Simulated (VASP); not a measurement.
# GaO (P-6m2) in VASP: a series of runs

Runs on GaO. Level: PBE. Tasks: single point, relaxation of cell and atoms.

Program: VASP 6.6.1. These are calculated values, not measurements. Logs are shortened: lines on timing, memory, paths and dates and some standing lists are left out, and cuts for length are marked.

**1. The cell of the first run**

It takes space group P-6m2 (No. 187, hexagonal). The conventional cell has a = 3.105 Å, b = 3.105 Å, c = 14.071 Å, α = 90.00°, β = 90.00°, γ = 120.00°. Ga (site symmetry 3m) has 3 O at 1.93 Å and 1 Ga at 2.51 Å within 2.6 Å. Ga (site symmetry 3m) has 3 O at 1.93 Å and 1 Ga at 2.51 Å within 2.6 Å. O (site symmetry 3m) has 3 Ga at 1.93 Å within 2.6 Å. Within 2.6 Å of O (site symmetry 3m) lie 3 Ga at 1.93 Å.

**2. Single point, PBE**

Input file INCAR:

```
SYSTEM = GaO
PREC = Accurate
ENCUT = 520
EDIFF = 1E-6
ISMEAR = 0
SIGMA = 0.1
LREAL = .False.
LASPH = .True.
NELM = 80
ALGO = Normal
ISIF = 2
LWAVE = .False.
LCHARG = .False.
GGA = PE
NBANDS = 48
```

Input file KPOINTS:

```
regular mesh
0
Gamma
  6 6 2
  0 0 0
```

Input file POSCAR:

```
GaO
1.0
    3.1046067773      0.0000000000      0.0000000000
   -1.5523033887      2.6886683379      0.0000000000
    0.0000000000      0.0000000000     14.0714364974
Ga O
4 4
Direct
    0.3333333333      0.6666666667      0.4109339956
    0.3333333333      0.6666666667      0.5890660044
    0.0000000000      0.0000000000      0.0890644904
    0.0000000000      0.0000000000      0.9109355096
    0.6666666667      0.3333333333      0.1407963588
    0.6666666667      0.3333333333      0.8592036412
    0.0000000000      0.0000000000      0.3591561914
    0.0000000000      0.0000000000      0.6408438086
```

Potentials or basis: VASP PAW PBE potentials, release 64 (Ga_d, O).

Launch:

```bash
$ cat potpaw_PBE.64/Ga_d/POTCAR potpaw_PBE.64/O/POTCAR > POTCAR
$ mpirun -np 1 vasp_std > vasp.out
```

OUTCAR:

```text
SYSTEM = GaO
   PREC = Accurate
   ENCUT = 520
   EDIFF = 1E-6
   ISMEAR = 0
   LREAL = .False.
   LASPH = .True.
   NELM = 80
   ISIF = 2
   GGA = PE

 ion  position               nearest neighbor table
   1  0.333  0.667  0.411-   7 1.93   7 1.93   7 1.93   2 2.51
   2  0.333  0.667  0.589-   8 1.93   8 1.93   8 1.93   1 2.51
   3  0.000  0.000  0.089-   5 1.93   5 1.93   5 1.93   4 2.51
   4  0.000  0.000  0.911-   6 1.93   6 1.93   6 1.93   3 2.51
   5  0.667  0.333  0.141-   3 1.93   3 1.93   3 1.93
   6  0.667  0.333  0.859-   4 1.93   4 1.93   4 1.93
   7  0.000  0.000  0.359-   1 1.93   1 1.93   1 1.93
   8  0.000  0.000  0.641-   2 1.93   2 1.93   2 1.93

  LATTYP: Found a hexagonal cell.
 ALAT       =     3.1046067773
 C/A-ratio  =     4.5324376022

  Lattice vectors:

 A1 = (   3.1046067773,   0.0000000000,   0.0000000000)
 A2 = (  -1.5523033887,   2.6886683379,   0.0000000000)
 A3 = (   0.0000000000,   0.0000000000,  14.0714364974)

Analysis of symmetry for initial positions (statically):
=====================================================================
 Subroutine PRICEL returns:
 Original cell was already a primitive cell.

 Routine SETGRP: Setting up the symmetry group for a
 hexagonal supercell.

 Subroutine GETGRP returns: Found 12 space group operations
 (whereof 12 operations were pure point group operations)
 out of a pool of 24 trial point group operations.

The static configuration has the point symmetry D_3h.

Analysis of symmetry for dynamics (positions and initial velocities):
=====================================================================
 Subroutine PRICEL returns:
 Original cell was already a primitive cell.

 Routine SETGRP: Setting up the symmetry group for a
 hexagonal supercell.

 Subroutine GETGRP returns: Found 12 space group operations
 (whereof 12 operations were pure point group operations)
 out of a pool of 24 trial point group operations.

The dynamic configuration has the point symmetry D_3h.

 Subroutine INISYM returns: Found 12 space group operations
 (whereof 12 operations are pure point group operations),
 and found     1 'primitive' translations

----------------------------------------------------------------------------------------

                                     Primitive cell

  volume of cell :     117.4579

  direct lattice vectors                    reciprocal lattice vectors
     3.104606777  0.000000000  0.000000000     0.322101983  0.185965667  0.000000000
    -1.552303389  2.688668338  0.000000000     0.000000000  0.371931333  0.000000000
     0.000000000  0.000000000 14.071436497     0.000000000  0.000000000  0.071065950

  length of vectors
     3.104606777  3.104606777 14.071436497     0.371931333  0.371931333  0.071065950

  position of ions in fractional coordinates (direct lattice)
     0.333333333  0.666666667  0.410933996
     0.333333333  0.666666667  0.589066004
     0.000000000  0.000000000  0.089064490
     0.000000000  0.000000000  0.910935510
     0.666666667  0.333333333  0.140796359
     0.666666667  0.333333333  0.859203641
     0.000000000  0.000000000  0.359156191
     0.000000000  0.000000000  0.640843809

  ion indices of the primitive-cell ions
   primitive index   ion index
                 1           1
                 2           2
                 3           3
                 4           4
                 5           5
                 6           6
                 7           7
                 8           8

----------------------------------------------------------------------------------------

 KPOINTS: regular mesh

Automatic generation of k-mesh.
 Grid dimensions read from file:
 generate k-points for:    6    6    2

 Generating k-lattice:

  Cartesian coordinates                     Fractional coordinates (reciprocal lattice)
     0.053683664  0.030994278  0.000000000     0.166666667  0.000000000  0.000000000
     0.000000000  0.061988556  0.000000000     0.000000000  0.166666667  0.000000000
     0.000000000  0.000000000  0.035532975     0.000000000  0.000000000  0.500000000

  Length of vectors
     0.061988556  0.061988556  0.035532975

  Shift w.r.t. Gamma in fractional coordinates (k-lattice)
     0.000000000  0.000000000  0.000000000

 Subroutine IBZKPT returns following result:
 ===========================================

 Found     14 irreducible k-points:

 Following reciprocal coordinates:
            Coordinates               Weight
  0.000000  0.000000  0.000000      1.000000
  0.166667  0.000000  0.000000      6.000000
  0.333333 -0.000000  0.000000      6.000000
  0.500000  0.000000  0.000000      3.000000
  0.166667  0.166667  0.000000      6.000000
  0.333333  0.166667  0.000000     12.000000
  0.333333  0.333333  0.000000      2.000000
  0.000000  0.000000  0.500000      1.000000
  0.166667  0.000000  0.500000      6.000000
  0.333333 -0.000000  0.500000      6.000000
  0.500000  0.000000  0.500000      3.000000
  0.166667  0.166667  0.500000      6.000000
  0.333333  0.166667  0.500000     12.000000
  0.333333  0.333333  0.500000      2.000000
   k-points           NKPTS =     14   k-points in BZ     NKDIM =     14   number of bands    NBANDS=     48
   number of dos      NEDOS =    301   number of ions     NIONS =      8
   total plane-waves  NPLWV =  62208
   dimension x,y,z NGX =    24 NGY =   24 NGZ =  108
   dimension x,y,z NGXF=    48 NGYF=   48 NGZF=  216
   ions per type =               4   4
   NGX,Y,Z   is equivalent  to a cutoff of  12.85, 12.85, 12.76 a.u.
   NGXF,Y,Z  is equivalent  to a cutoff of  25.70, 25.70, 25.52 a.u.
 SYSTEM =  GaO
   PREC   = accura    normal or accurate (medium, high low for compatibility)
   ISTART =      0    job   : 0-new  1-cont  2-samecut
   ICHARG =      2    charge: 1-file 2-atom 10-const
   ISPIN  =      1    spin polarized calculation?
   LNONCOLLINEAR =      F non collinear calculations
   LSORBIT =      F    spin-orbit coupling
   LASPH  =      T    aspherical Exc in radial PAW
   ENCUT  =  520.0 eV  38.22 Ry    6.18 a.u.   5.77  5.77 26.16*2*pi/ulx,y,z
   NELM   =     80;   NELMIN=  2; NELMDL= -5     # of ELM steps
   EDIFF  = 0.1E-05   stopping-criterion for ELM
   LREAL  =      F    real-space projection
   EDIFFG = 0.1E-04   stopping-criterion for IOM
   NSW    =      0    number of steps for IOM
   IBRION =     -1    ionic relax: 0-MD 1-quasi-New 2-CG
   NFREE  =      0    steps in history (QN), initial steepest desc. (CG)
   ISIF   =      2    stress and relaxation
   ISYM   =      2    0-nonsym 1-usesym 2-fastsym
   POTIM  = 0.5000    time-step for ionic-motion
   TEBEG  =    0.0;   TEEND  =   0.0 temperature during run
   PSTRESS=    0.0 pullay stress
   NELECT =      76.0000    total number of electrons
   NUPDOWN=      -1.0000    fix difference up-down
   EMIN   =  10.00;   EMAX   =-10.00  energy-range for DOS
   EFERMI =   0.00;   METHOD = LEGACY
   ISMEAR =     0;   SIGMA  =   0.10  broadening in eV -4-tet -1-fermi 0-gaus
   EFERMI_NEDOS =   21; number of points for ismear=-14 and -15
   IALGO  =     38    algorithm
   IMIX   =      4    mixing-type and parameters
     AMIX     =   0.40;   BMIX     =  1.00
     AMIX_MAG =   1.60;   BMIX_MAG =  1.00
  volume/ion in A,a.u.               =      14.68        99.08
  Fermi-wavevector in a.u.,A,eV,Ry     =   1.415963  2.675782 27.279022  2.004952
  Thomas-Fermi vector in A             =   2.537347
   LORBIT       =      0    0 simple, 1 ext, 2 COOP (PROOUT), +10 PAW based schemes
   GGA     = PE    functional components
   LHFCALC =     F    Hartree Fock is set to
   AEXX    =    0.0000 exact exchange contribution
   IVDW    =     0    specifies the selected vdW correction
   LEPSILON=     F    determine dielectric tensor
   LRPA    =     F    only Hartree local field effects (RPA)
 non-spin polarized calculation
 Gauss-broadening in eV      SIGMA  =   0.10
  energy-cutoff  :      520.00
  volume of cell :      117.46
 maximum number of plane-waves:      3188
 NGX is ok and might be reduce to    24
   NGX = 11   NGY = 11   NGZ = 53

 number of electron      76.0000007 magnetization

 Free energy of the ion-electron system (eV)
  ---------------------------------------------------
  ext. energy  EPLUGINS =         0.00000000
  ---------------------------------------------------
  free energy    TOTEN  =       -42.93898858 eV

  energy without entropy =      -42.93898858  energy(sigma->0) =      -42.93898858

 E-fermi :   2.9820     XC(G=0): -10.0343

 val. band max:        2.4512745092   @ k =   0.1667   0.1667   0.0000
 cond. band min:       3.6501740773   @ k =   0.0000   0.0000   0.0000
 fundamental gap:      1.1988995681
 Fermi energy:         2.9819554629

 k-point     1 :       0.0000    0.0000    0.0000
  band No.  band energies     occupation
      1     -16.2525      2.00000
      2     -16.1854      2.00000
      3     -16.1814      2.00000
      4     -16.1133      2.00000
      5     -11.2662      2.00000
      6     -11.2662      2.00000
[... 40 lines left out ...]
     47      12.7908      0.00000
     48      12.8268      0.00000

 k-point     2 :       0.1667    0.0000    0.0000
  band No.  band energies     occupation
      1     -16.1047      2.00000
      2     -16.0491      2.00000
      3     -16.0387      2.00000
      4     -15.9824      2.00000
      5     -11.2514      2.00000
      6     -11.2164      2.00000
[... 40 lines left out ...]
     47      12.5741      0.00000
     48      12.6240      0.00000

 k-point     3 :       0.3333   -0.0000    0.0000
  band No.  band energies     occupation
      1     -15.8118      2.00000
      2     -15.7782      2.00000
      3     -15.7590      2.00000
      4     -15.7252      2.00000
      5     -11.2075      2.00000
      6     -11.1623      2.00000
[... 550 lines left out ...]
     47      10.8573      0.00000
     48      10.9793      0.00000

 k-point    14 :       0.3333    0.3333    0.5000
  band No.  band energies     occupation
      1     -15.6074      2.00000
      2     -15.5874      2.00000
      3     -15.5659      2.00000
      4     -15.5459      2.00000
      5     -11.1975      2.00000
      6     -11.1526      2.00000
[... 40 lines left out ...]
     47      11.3261      0.00000
     48      11.4763      0.00000

------------------------ aborting loop because EDIFF is reached ----------------------------------------

  FORCE on cell =-STRESS in cart. coord.  units (eV):
  Direction    XX          YY          ZZ          XY          YZ          ZX
  --------------------------------------------------------------------------------------
  -------------------------------------------------------------------------------------
  Total        0.3456266      0.3456266      0.1743591     -0.0000000      0.0000000      0.0000000
  in kB        4.7144980      4.7144980      2.3783342     -0.0000000      0.0000000      0.0000000
  external PRESSURE =       3.9357768 kB  Pullay stress =       0.0000000 kB

 VOLUME and BASIS-vectors are now :
 -----------------------------------------------------------------------------
  energy-cutoff  :      520.00
  volume of cell :      117.46
      direct lattice vectors                 reciprocal lattice vectors
     3.104606777  0.000000000  0.000000000     0.322101983  0.185965667  0.000000000
    -1.552303389  2.688668338  0.000000000     0.000000000  0.371931333  0.000000000
     0.000000000  0.000000000 14.071436497     0.000000000  0.000000000  0.071065950

 POSITION                                       TOTAL-FORCE (eV/Angst)
 -----------------------------------------------------------------------------------
     -0.00000      1.79245      5.78243         0.000000      0.000000      0.065814
     -0.00000      1.79245      8.28900         0.000000     -0.000000     -0.065814
      0.00000      0.00000      1.25327         0.000000     -0.000000     -0.063086
      0.00000      0.00000     12.81817        -0.000000     -0.000000      0.063086
      1.55230      0.89622      1.98121         0.000000     -0.000000      0.046157
      1.55230      0.89622     12.09023         0.000000      0.000000     -0.046157
      0.00000      0.00000      5.05384        -0.000000      0.000000     -0.048017
      0.00000      0.00000      9.01759        -0.000000      0.000000      0.048017
 -----------------------------------------------------------------------------------
    total drift:                               -0.000002      0.000001     -0.000000

  FREE ENERGIE OF THE ION-ELECTRON SYSTEM (eV)
  ---------------------------------------------------
  free  energy   TOTEN  =       -42.9389885765 eV

  energy  without entropy=      -42.9389885765  energy(sigma->0) =      -42.93898858
```

It took 32 s on 1 thread of Intel Xeon 6975P-C (Granite Rapids), shared host; peak memory 0.25 GiB.

Results:

```
Free energy            : -42.9390 eV
Pressure               : 0.4 GPa
Largest force          : 0.066 eV/Å
Band gap on the k mesh : 1.20 eV, indirect (least direct gap 1.40 eV)
```

Forces on the atoms (eV/Å):
```
Ga   0.000  0.000  0.066
Ga   0.000  0.000 -0.066
Ga   0.000  0.000 -0.063
Ga   0.000  0.000  0.063
O    0.000  0.000  0.046
O    0.000  0.000 -0.046
O    0.000  0.000 -0.048
O    0.000  0.000  0.048
```

Levels at points of the mesh, in eV from the valence-band top:
| k point | band 34 | band 35 | band 36 | band 37 | band 38 | band 39 | band 40 | band 41 | band 42 | band 43 |
| --- | --- | --- | --- | --- | --- | --- | --- | --- | --- | --- |
| (0.00, 0.00, 0.00) | -2.03 | -1.99 | -1.99 | -1.03 | -0.20 | 1.20 | 1.94 | 4.35 | 4.74 | 8.44 |
| (0.50, 0.00, 0.00) | -2.98 | -2.35 | -2.19 | -0.36 | -0.27 | 2.77 | 2.92 | 5.30 | 5.40 | 6.57 |
| (0.00, 0.00, 0.50) | -2.02 | -1.99 | -1.99 | -0.67 | -0.62 | 1.58 | 1.63 | 4.53 | 4.57 | 8.83 |
| (0.50, 0.00, 0.50) | -2.98 | -2.29 | -2.25 | -0.33 | -0.29 | 2.81 | 2.86 | 5.34 | 5.38 | 6.60 |

A k mesh can miss the band edges.

(Part 1 of 2 ends here.)
